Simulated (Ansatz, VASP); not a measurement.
# One calculation of AlAs, two programs

```
Al As
1.0
     0.00000    2.68888    2.75964
     2.68888    0.00000    2.75964
     2.68888    2.68888    0.00000
Al As
1 1
Direct
  0.00000 0.00000 0.00000
  0.75000 0.75000 0.75000
```

Change from the starting cell: strain -0.050 along x and y, -0.025 along z, atoms carried along.

Alike in both runs: task single point; functional PBEsol; k mesh 8 × 8 × 8; occupations gaussian, width 0.05 eV; no spin polarisation.

|  | VASP | Ansatz |
| --- | --- | --- |
| version | VASP 6.6.1 | Ansatz 0.2.0 |
| potentials or method | VASP PAW PBE potentials, release 64 (Al, As), cutoff 500 eV | scalar-relativistic, plane waves, PAW |
| valence electrons in the cell | 8 | 18 |

```csv
,VASP,Ansatz,Ansatz less VASP
gap on the k mesh at the Fermi level (eV),0.98,0.99,+0.017
least direct gap on the mesh (eV),2.96,2.94,-0.024
pressure (GPa),13.4,12.9,-0.49
"traceless stress, the component that is largest in VASP (GPa)",-0.84,-0.85,-0.011
```

VASP's potentials were made for PBE, not for PBEsol. With one functional, cell and mesh, what is left measures potentials, basis and numerics. VASP's potentials hold 8 valence electrons a cell and Ansatz's 18, so a difference there can come from the potentials and not from the codes.
